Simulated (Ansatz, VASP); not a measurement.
**One calculation of InP, two programs**

Contents of POSCAR:

```
InP
1.0
    0.0000000000      2.9538987500      2.9538987500
    2.9538987500      0.0000000000      2.9538987500
    2.9538987500      2.9538987500      0.0000000000
In P
1 1
Direct
    0.0000000000      0.0000000000      0.0000000000
    0.2500000000      0.2500000000      0.2500000000
```

INCAR.step1

```
  PREC = Accurate
  ENCUT = 520
  ISMEAR = -1
  SIGMA = 0.02
  LREAL = False
  LASPH = True
  NELM = 150
  MAGMOM = 0 0 0 0 0 0
  LSORBIT = True
  GGA_COMPAT = False
  NBANDS = 30
  GGA = PE
  ALGO = Normal
  EDIFF = 1E-4
  LWAVE = True
  LCHARG = False
```

INCAR.step2

```
  PREC = Accurate
  ENCUT = 520
  EDIFF = 1E-6
  ISMEAR = -1
  SIGMA = 0.02
  LREAL = False
  LASPH = True
  NELM = 150
  ALGO = Normal
  ISIF = 2
  LWAVE = False
  LCHARG = False
  MAGMOM = 0 0 0 0 0 0
  LORBIT = 11
  LSORBIT = True
  GGA_COMPAT = False
  LORBMOM = True
  METAGGA = R2SCAN
  LMIXTAU = True
  NBANDS = 30
  ISTART = 1
```

The input KPOINTS:

```
regular mesh
0
Gamma
  8 8 8
```

Input for Ansatz:

```yaml
crystal:
  lattice:
    - [0.0, 2.95389875, 2.95389875]
    - [2.95389875, 0.0, 2.95389875]
    - [2.95389875, 2.95389875, 0.0]
  atoms:
    - { symbol: In, position: [0.0, 0.0, 0.0] }
    - { symbol: P, position: [0.25, 0.25, 0.25] }
  symmetry: { tolerance: 0.0003 }
hamiltonian:
  xc: r2scan
  pseudopotentials: { kind: paw_fr, azcp: { folder: soft_1 } }
basis:
  ecutwfc: 500
magnetization:
  noncollinear: true
  spin_orbit: true
scf:
  occupations: { method: fermi_dirac, width: 0.02 }
kpoints:
  mp_grid: { grid: [8, 8, 8], shift: [0, 0, 0] }
  band_path:
    path:
      - [0.0, 0.0, 0.0]
      - [-0.5, -0.5, 0.0]
      - [-0.375, -0.375, 0.25]
      - [-0.375, 0.0, 0.375]
      - [0.0, 0.0, 0.0]
      - [0.0, 0.0, 0.5]
      - [-0.5, -0.25, 0.25]
      - [-0.5, -0.5, 0.0]
    npoints: 10
output:
  forces: true
  stress: true
  eigenvalues: true
  bader: true
  populations: true
  elf: true
  write_potential: true
  write_density: true
  volumetric_format: npy
  dos:
    e_range: [-12, 8]
    de: 0.05
    projected: { site_lists: { In: [In], P: [P] } }
    method: { smearing: { sigma: 0.1, scheme: gaussian } }
```

Alike in both runs: task single point; functional r2SCAN; k mesh 8 × 8 × 8; occupations fermi-dirac, width 0.02 eV; non-collinear spin, spin-orbit coupling.

```csv
,VASP,Ansatz
version,VASP 6.6.1,Ansatz 0.2.0
potentials or method,"VASP PAW PBE potentials, release 64 (In_d, P), cutoff 520 eV",PAW plane waves
valence electrons in the cell,18,18
```

VASP gave:

* pressure (GPa): -0.2
* net moment per atom (μB): 0.00

Estimate Ansatz's values.

pressure (GPa): -0.1; net moment per atom (μB): 0.00.

VASP's potentials were made for PBE, not for r2SCAN.
